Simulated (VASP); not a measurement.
Input of a VASP 6.6.1 run:

File INCAR:

```
  ALGO = Normal
  EDIFF = 1E-6
  ENCUT = 520
  GGA = PS
  ISIF = 2
  ISMEAR = -1
  LASPH = True
  LCHARG = False
  LREAL = Auto
  LWAVE = False
  NBANDS = 94
  NELM = 80
  PREC = Accurate
  SIGMA = 0.052
```

KPOINTS

```
k-points
0
Gamma
  2 2 2
```

File POSCAR:

```
PbS
1.0
    0.0000000000      5.9744654327      5.9744654327
    5.9744654327      0.0000000000      5.9744654327
    5.9744654327      5.9744654327      0.0000000000
Pb S
8 8
Direct
    0.0023849833     -0.0020614397     -0.0012735867
   -0.0014515943      0.0004528439      0.4988388557
    0.0009339748      0.5010356213     -0.0011211045
   -0.0011711508      0.5031368972      0.4985505454
    0.5005521471      0.0006538660      0.0003112412
    0.4971797115      0.0019044382      0.5001351223
    0.5011357139      0.4986059479      0.0010042740
    0.4992996501      0.4988368472      0.5005528166
    0.2541751253      0.2366433476      0.2525805057
    0.2400999748      0.2572024254      0.7506366972
    0.2515686160      0.7473187435      0.2511192034
    0.2483531818      0.7475785993      0.7549816048
    0.7586337307      0.2456795535      0.2450344749
    0.7524329249      0.2421718757      0.7529682029
    0.7558498833      0.7503802726      0.2526143999
    0.7480411512      0.7686761354      0.7357679192
```

Potentials or basis: VASP PAW PBE potentials, release 64 (Pb_d, S).

The run is started by

```console
$ cat potpaw_PBE.64/Pb_d/POTCAR potpaw_PBE.64/S/POTCAR > POTCAR
$ mpirun -np 1 vasp_std > vasp.out
```

(1) What does it give for the pressure?

(2) Predict the band gap on the k mesh.

Answers

(1) -1.9 GPa.

(2) 0.33 eV.

Caveat: the k points lie up to 0.46 Å⁻¹ apart; the atoms stand as in a frame of molecular dynamics; the PAW data sets were made with another functional, which shifts forces and pressure a little; spin-orbit coupling is left out, which moves the levels of the heavy elements.
